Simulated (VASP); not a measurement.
# Sr (P6_3/mmc) in VASP: a series of runs

The runs below take Sr through single point, with r2SCAN.

Program: VASP 6.6.1. These are calculated values, not measurements. Logs are shortened: lines on timing, memory, paths and dates and some standing lists are left out, and cuts for length are marked.

**1. The cell of the first run**

It takes space group P6_3/mmc (No. 194, hexagonal). Conventional cell: a = 4.310 Å, b = 4.310 Å, c = 6.909 Å, α = 90.00°, β = 90.00°, γ = 120.00°. Within 5.6 Å of Sr (site symmetry -6m2) lie 12 Sr at 4.26 to 4.31 Å.

This isn't the form of Sr at room conditions, which is fcc.

**2. Single point, r2SCAN (strain -0.0200 x Voigt [0, 0, 1, 0, 0, 0])**

Input file POSCAR:

```
Sr
1.0
    4.3100002207      0.0000000000      0.0000000000
   -2.1550001104      3.7325696814      0.0000000000
    0.0000000000      0.0000000000      6.9090000000
Sr
2
Direct
    0.3333333333      0.6666666667      0.2500000000
    0.6666666667      0.3333333333      0.7500000000
```

Input file INCAR.step1:

```
SYSTEM = Sr
  ALGO = Normal
  EDIFF = 1E-4
  ENCUT = 520
  GGA = PE
  ISMEAR = 0
  LASPH = .True.
  LCHARG = .False.
  LREAL = .False.
  LWAVE = .True.
  NBANDS = 17
  NELM = 100
  PREC = Accurate
  SIGMA = 0.15
```

Input file INCAR.step2:

```
SYSTEM = Sr
  ALGO = Normal
  EDIFF = 1E-6
  ENCUT = 520
  ISIF = 2
  ISMEAR = 0
  ISTART = 1
  LASPH = .True.
  LCHARG = .False.
  LMIXTAU = .True.
  LREAL = .False.
  LWAVE = .False.
  METAGGA = R2SCAN
  NBANDS = 17
  NELM = 100
  PREC = Accurate
  SIGMA = 0.15
```

Input file KPOINTS:

```
k-points
0
Gamma
  12 12 8
  0 0 0
```

Potentials or basis: VASP PAW PBE potentials, release 64 (Sr_sv).

Run with:

```console
cat potpaw_PBE.64/Sr_sv/POTCAR > POTCAR
cp INCAR.step1 INCAR
mpirun -np 1 vasp_std > vasp.out
cp INCAR.step2 INCAR
mpirun -np 1 vasp_std > vasp.out
```

OUTCAR:

```text
SYSTEM = Sr
   EDIFF = 1E-6
   ENCUT = 520
   ISIF = 2
   ISMEAR = 0
   ISTART = 1
   LASPH = .True.
   LREAL = .False.
   METAGGA = R2SCAN
   NELM = 100
   PREC = Accurate

 ion  position               nearest neighbor table
   1  0.333  0.667  0.250-   2 4.26   2 4.26   2 4.26   2 4.26   2 4.26   2 4.26
   2  0.667  0.333  0.750-   1 4.26   1 4.26   1 4.26   1 4.26   1 4.26   1 4.26

  LATTYP: Found a hexagonal cell.
 ALAT       =     4.3100002207
 C/A-ratio  =     1.6030161592

  Lattice vectors:

 A1 = (   4.3100002207,   0.0000000000,   0.0000000000)
 A2 = (  -2.1550001104,   3.7325696814,   0.0000000000)
 A3 = (   0.0000000000,   0.0000000000,   6.9090000000)

Analysis of symmetry for initial positions (statically):
=====================================================================
 Subroutine PRICEL returns:
 Original cell was already a primitive cell.

 Routine SETGRP: Setting up the symmetry group for a
 hexagonal supercell.

 Subroutine GETGRP returns: Found 24 space group operations
 (whereof 12 operations were pure point group operations)
 out of a pool of 24 trial point group operations.

The static configuration has the point symmetry D_3d.
 The point group associated with its full space group is D_6h.

Analysis of symmetry for dynamics (positions and initial velocities):
=====================================================================
 Subroutine PRICEL returns:
 Original cell was already a primitive cell.

 Routine SETGRP: Setting up the symmetry group for a
 hexagonal supercell.

 Subroutine GETGRP returns: Found 24 space group operations
 (whereof 12 operations were pure point group operations)
 out of a pool of 24 trial point group operations.

The dynamic configuration has the point symmetry D_3d.
 The point group associated with its full space group is D_6h.

 Subroutine INISYM returns: Found 24 space group operations
 (whereof 12 operations are pure point group operations),
 and found     1 'primitive' translations

----------------------------------------------------------------------------------------

                                     Primitive cell

  volume of cell :     111.1477

  direct lattice vectors                    reciprocal lattice vectors
     4.310000221  0.000000000  0.000000000     0.232018550  0.133955972  0.000000000
    -2.155000110  3.732569681  0.000000000     0.000000000  0.267911944  0.000000000
     0.000000000  0.000000000  6.909000000     0.000000000  0.000000000  0.144738747

  length of vectors
     4.310000221  4.310000221  6.909000000     0.267911944  0.267911944  0.144738747

  position of ions in fractional coordinates (direct lattice)
     0.333333333  0.666666667  0.250000000
     0.666666667  0.333333333  0.750000000

  ion indices of the primitive-cell ions
   primitive index   ion index
                 1           1
                 2           2

----------------------------------------------------------------------------------------

 KPOINTS: k-points

Automatic generation of k-mesh.
 Grid dimensions read from file:
 generate k-points for:   12   12    8

 Generating k-lattice:

  Cartesian coordinates                     Fractional coordinates (reciprocal lattice)
     0.019334879  0.011162998  0.000000000     0.083333333  0.000000000  0.000000000
     0.000000000  0.022325995  0.000000000     0.000000000  0.083333333  0.000000000
     0.000000000  0.000000000  0.018092343     0.000000000  0.000000000  0.125000000

  Length of vectors
     0.022325995  0.022325995  0.018092343

  Shift w.r.t. Gamma in fractional coordinates (k-lattice)
     0.000000000  0.000000000  0.000000000

 Subroutine IBZKPT returns following result:
 ===========================================

 Found     95 irreducible k-points:

 Following reciprocal coordinates:
            Coordinates               Weight
  0.000000  0.000000  0.000000      1.000000
  0.083333 -0.000000  0.000000      6.000000
  0.166667  0.000000  0.000000      6.000000
  0.250000 -0.000000  0.000000      6.000000
  0.333333  0.000000  0.000000      6.000000
  0.416667 -0.000000  0.000000      6.000000
[... 16 lines left out ...]
  0.250000 -0.000000  0.125000     12.000000
  0.333333  0.000000  0.125000     12.000000
 [... further k-points ...]
   k-points           NKPTS =     95   k-points in BZ     NKDIM =     95   number of bands    NBANDS=     17
   number of dos      NEDOS =    301   number of ions     NIONS =      2
   total plane-waves  NPLWV =  55296
   dimension x,y,z NGX =    32 NGY =   32 NGZ =   54
   dimension x,y,z NGXF=    64 NGYF=   64 NGZF=  108
   ions per type =               2
   NGX,Y,Z   is equivalent  to a cutoff of  12.34, 12.34, 12.99 a.u.
   NGXF,Y,Z  is equivalent  to a cutoff of  24.69, 24.69, 25.99 a.u.
 SYSTEM =  Sr
   PREC   = accura    normal or accurate (medium, high low for compatibility)
   ISTART =      1    job   : 0-new  1-cont  2-samecut
   ICHARG =      0    charge: 1-file 2-atom 10-const
   ISPIN  =      1    spin polarized calculation?
   LNONCOLLINEAR =      F non collinear calculations
   LSORBIT =      F    spin-orbit coupling
   LASPH  =      T    aspherical Exc in radial PAW
   ENCUT  =  520.0 eV  38.22 Ry    6.18 a.u.   8.01  8.01 12.85*2*pi/ulx,y,z
   NELM   =    100;   NELMIN=  2; NELMDL=  0     # of ELM steps
   EDIFF  = 0.1E-05   stopping-criterion for ELM
   LREAL  =      F    real-space projection
   EDIFFG = 0.1E-04   stopping-criterion for IOM
   NSW    =      0    number of steps for IOM
   IBRION =     -1    ionic relax: 0-MD 1-quasi-New 2-CG
   NFREE  =      0    steps in history (QN), initial steepest desc. (CG)
   ISIF   =      2    stress and relaxation
   ISYM   =      2    0-nonsym 1-usesym 2-fastsym
   POTIM  = 0.5000    time-step for ionic-motion
   TEBEG  =    0.0;   TEEND  =   0.0 temperature during run
   PSTRESS=    0.0 pullay stress
   NELECT =      20.0000    total number of electrons
   NUPDOWN=      -1.0000    fix difference up-down
   EMIN   =  10.00;   EMAX   =-10.00  energy-range for DOS
   EFERMI =   0.00;   METHOD = LEGACY
   ISMEAR =     0;   SIGMA  =   0.15  broadening in eV -4-tet -1-fermi 0-gaus
   EFERMI_NEDOS =   21; number of points for ismear=-14 and -15
   IALGO  =     38    algorithm
   IMIX   =      4    mixing-type and parameters
     AMIX     =   0.40;   BMIX     =  1.00
     AMIX_MAG =   1.60;   BMIX_MAG =  1.00
  volume/ion in A,a.u.               =      55.57       375.03
  Fermi-wavevector in a.u.,A,eV,Ry     =   0.924240  1.746560 11.622359  0.854219
  Thomas-Fermi vector in A             =   2.049964
   LORBIT       =      0    0 simple, 1 ext, 2 COOP (PROOUT), +10 PAW based schemes
   METAGGA = R2SCAN    functional components
   LHFCALC =     F    Hartree Fock is set to
   AEXX    =    0.0000 exact exchange contribution
   IVDW    =     0    specifies the selected vdW correction
   LEPSILON=     F    determine dielectric tensor
   LRPA    =     F    only Hartree local field effects (RPA)
 non-spin polarized calculation
 Gauss-broadening in eV      SIGMA  =   0.15
  energy-cutoff  :      520.00
  volume of cell :      111.15
 maximum number of plane-waves:      3018
   NGX = 17   NGY = 17   NGZ = 25

 number of electron      20.0000000 magnetization

 Free energy of the ion-electron system (eV)
  ---------------------------------------------------
  ext. energy  EPLUGINS =         0.00000000
  ---------------------------------------------------
  free energy    TOTEN  =       -30.19525752 eV

  energy without entropy =      -30.16840052  energy(sigma->0) =      -30.18182902

 E-fermi :   1.6114     XC(G=0):  -7.7625

 val. band max:        1.6100276764   @ k =   0.2500   0.0833   0.0000
 cond. band min:       1.6274775511   @ k =   0.2500   0.0833   0.0000
 fundamental gap:      0.0174498747
 Fermi energy:         1.6114269576

 k-point     1 :       0.0000    0.0000    0.0000
  band No.  band energies     occupation
      1     -36.4600      2.00000
      2     -36.4442      2.00000
      3     -17.9227      2.00000
      4     -17.7524      2.00000
      5     -17.7524      2.00000
      6     -17.7228      2.00000
[... 9 lines left out ...]
     16       4.6416      0.00000
     17       5.1066      0.00000

 k-point     2 :       0.0833   -0.0000    0.0000
  band No.  band energies     occupation
      1     -36.4591      2.00000
      2     -36.4438      2.00000
      3     -17.9182      2.00000
      4     -17.7619      2.00000
      5     -17.7555      2.00000
      6     -17.7327      2.00000
[... 9 lines left out ...]
     16       4.7377      0.00000
     17       4.9053      0.00000

 k-point     3 :       0.1667    0.0000    0.0000
  band No.  band energies     occupation
      1     -36.4568      2.00000
      2     -36.4429      2.00000
      3     -17.9054      2.00000
      4     -17.7878      2.00000
      5     -17.7638      2.00000
      6     -17.7592      2.00000
[... 9 lines left out ...]
     16       4.7182      0.00000
     17       4.8135      0.00000

 k-point     4 :       0.2500   -0.0000    0.0000
  band No.  band energies     occupation
      1     -36.4535      2.00000
      2     -36.4418      2.00000
      3     -17.8862      2.00000
      4     -17.8236      2.00000
      5     -17.7946      2.00000
      6     -17.7747      2.00000
[... 9 lines left out ...]
     16       4.9676      0.00000
     17       5.1610      0.00000
[... 343 lines left out ...]
      1     -36.4563      2.00000
      2     -36.4434      2.00000
      3     -17.8998      2.00000
      4     -17.7857      2.00000
      5     -17.7641      2.00000
      6     -17.7625      2.00000
[... 9 lines left out ...]
     16       4.7511      0.00000
     17       5.0035      0.00000

 k-point    23 :       0.2500   -0.0000    0.1250
  band No.  band energies     occupation
      1     -36.4531      2.00000
      2     -36.4422      2.00000
      3     -17.8844      2.00000
      4     -17.8192      2.00000
      5     -17.7991      2.00000
      6     -17.7732      2.00000
[... 9 lines left out ...]
     16       4.9759      0.00000
     17       5.2109      0.00000

 k-point    24 :       0.3333    0.0000    0.1250
  band No.  band energies     occupation
      1     -36.4496      2.00000
      2     -36.4412      2.00000
      3     -17.8774      2.00000
      4     -17.8437      2.00000
      5     -17.8309      2.00000
      6     -17.7837      2.00000
[... 9 lines left out ...]
     16       5.5068      0.00000
     17       5.5708      0.00000

 [... further k-points ...]

------------------------ aborting loop because EDIFF is reached ----------------------------------------

  FORCE on cell =-STRESS in cart. coord.  units (eV):
  Direction    XX          YY          ZZ          XY          YZ          ZX
  --------------------------------------------------------------------------------------
  -------------------------------------------------------------------------------------
  Total        0.1178458      0.1178458      0.5667699     -0.0000000     -0.0000000      0.0000000
  in kB        1.6987296      1.6987296      8.1699041     -0.0000000     -0.0000000      0.0000000
  external PRESSURE =       3.8557878 kB  Pullay stress =       0.0000000 kB

 VOLUME and BASIS-vectors are now :
 -----------------------------------------------------------------------------
  energy-cutoff  :      520.00
  volume of cell :      111.15
      direct lattice vectors                 reciprocal lattice vectors
     4.310000221  0.000000000  0.000000000     0.232018550  0.133955972  0.000000000
    -2.155000110  3.732569681  0.000000000     0.000000000  0.267911944  0.000000000
     0.000000000  0.000000000  6.909000000     0.000000000  0.000000000  0.144738747

 POSITION                                       TOTAL-FORCE (eV/Angst)
 -----------------------------------------------------------------------------------
     -0.00000      2.48838      1.72725         0.000000     -0.000000     -0.000000
      2.15500      1.24419      5.18175        -0.000000      0.000000      0.000000
 -----------------------------------------------------------------------------------
    total drift:                               -0.000000      0.000000     -0.000000

  FREE ENERGIE OF THE ION-ELECTRON SYSTEM (eV)
  ---------------------------------------------------
  free  energy   TOTEN  =       -30.1952575203 eV

  energy  without entropy=      -30.1684005195  energy(sigma->0) =      -30.18182902
```

It took 4.8 min on 1 thread of Intel Xeon Platinum 8488C (Sapphire Rapids), shared host; peak memory 0.34 GiB.

Results:

```yaml
Free_energy: -30.1953 eV
Pressure: 0.4 GPa
Band_gap_on_the_k_mesh: zero (bands 10 and 11 overlap by 0.42 eV)
```

Levels at points of the mesh, in eV from the Fermi level:
| k point | band 6 | band 7 | band 8 | band 9 | band 10 | band 11 | band 12 | band 13 | band 14 | band 15 |
| --- | --- | --- | --- | --- | --- | --- | --- | --- | --- | --- |
| (0.00, 0.00, 0.00) | -19.33 | -19.33 | -19.33 | -3.87 | -1.06 | -0.02 | 2.55 | 2.55 | 2.71 | 3.03 |
| (0.50, 0.00, 0.00) | -19.41 | -19.38 | -19.36 | -1.17 | -0.67 | 0.12 | 0.28 | 1.44 | 2.11 | 2.40 |
| (0.00, 0.00, 0.50) | -19.35 | -19.35 | -19.35 | -2.85 | -2.85 | 1.50 | 1.50 | 2.54 | 2.54 | 2.54 |
| (0.50, 0.00, 0.50) | -19.38 | -19.38 | -19.38 | -0.80 | -0.80 | 0.15 | 0.15 | 1.52 | 1.52 | 3.22 |

Caveat: the cell differs from its parent crystal (strain -0.0200 x Voigt [0, 0, 1, 0, 0, 0]); the PAW data sets were made with another functional, which shifts forces and pressure a little.

**3. Single point, r2SCAN (strain -0.0150 x Voigt [0, 0, 1, 0, 0, 0])**

Changes to POSCAR since step 2:

```diff
@@ -4,3 +4,3 @@
    -2.1550001104      3.7325696814      0.0000000000
-    0.0000000000      0.0000000000      6.9090000000
+    0.0000000000      0.0000000000      6.9442500000
 Sr
```

Input file INCAR.step1:

```
SYSTEM = Sr
PREC = Accurate
ENCUT = 520
ISMEAR = 0
SIGMA = 0.15
LREAL = .FALSE.
LASPH = .TRUE.
NELM = 100
NBANDS = 17
GGA = PE
ALGO = Normal
EDIFF = 1E-4
LWAVE = .TRUE.
LCHARG = .FALSE.
```

Input file INCAR.step2:

```
SYSTEM = Sr
PREC = Accurate
ENCUT = 520
EDIFF = 1E-6
ISMEAR = 0
SIGMA = 0.15
LREAL = .FALSE.
LASPH = .TRUE.
NELM = 100
ALGO = Normal
ISIF = 2
LWAVE = .FALSE.
LCHARG = .TRUE.
METAGGA = R2SCAN
LMIXTAU = .TRUE.
LELF = .TRUE.
LVHAR = .TRUE.
NBANDS = 17
ISTART = 1
```

Input file KPOINTS:

```
Automatic mesh
0
G
  12 12 8
  0 0 0
```

Potentials or basis: VASP PAW PBE potentials, release 64 (Sr_sv).

Run with:

```console
cat potpaw_PBE.64/Sr_sv/POTCAR > POTCAR
cp INCAR.step1 INCAR
mpirun -np 1 vasp_std > vasp.out
cp INCAR.step2 INCAR
mpirun -np 1 vasp_std > vasp.out
```

Run time: 5.4 min. Hardware: 1 thread of Intel Xeon Platinum 8488C (Sapphire Rapids), shared host; peak memory 0.34 GiB.

The run converged. Its results:

* Free energy: -30.1979 eV
* Pressure: 0.3 GPa
* Band gap on the k mesh: zero (bands 10 and 11 overlap by 0.43 eV)

Stress tensor (GPa, compression positive):
```
0.14 0.00 0.00
0.00 0.14 0.00
0.00 0.00 0.67
```

Levels at points of the mesh, in eV from the Fermi level:
```csv
k point,band 7,band 8,band 9,band 10,band 11,band 12,band 13,band 14
"(0.00, 0.00, 0.00)",-19.34,-19.34,-3.86,-1.07,-0.04,2.56,2.56,2.68
"(0.50, 0.00, 0.00)",-19.38,-19.37,-1.15,-0.66,0.12,0.29,1.42,2.08
"(0.00, 0.00, 0.50)",-19.36,-19.36,-2.85,-2.85,1.48,1.48,2.55,2.55
"(0.50, 0.00, 0.50)",-19.39,-19.39,-0.79,-0.79,0.15,0.15,1.52,1.52
```

Caveat: the cell differs from its parent crystal (strain -0.0150 x Voigt [0, 0, 1, 0, 0, 0]); the PAW data sets were made with another functional, which shifts forces and pressure a little.
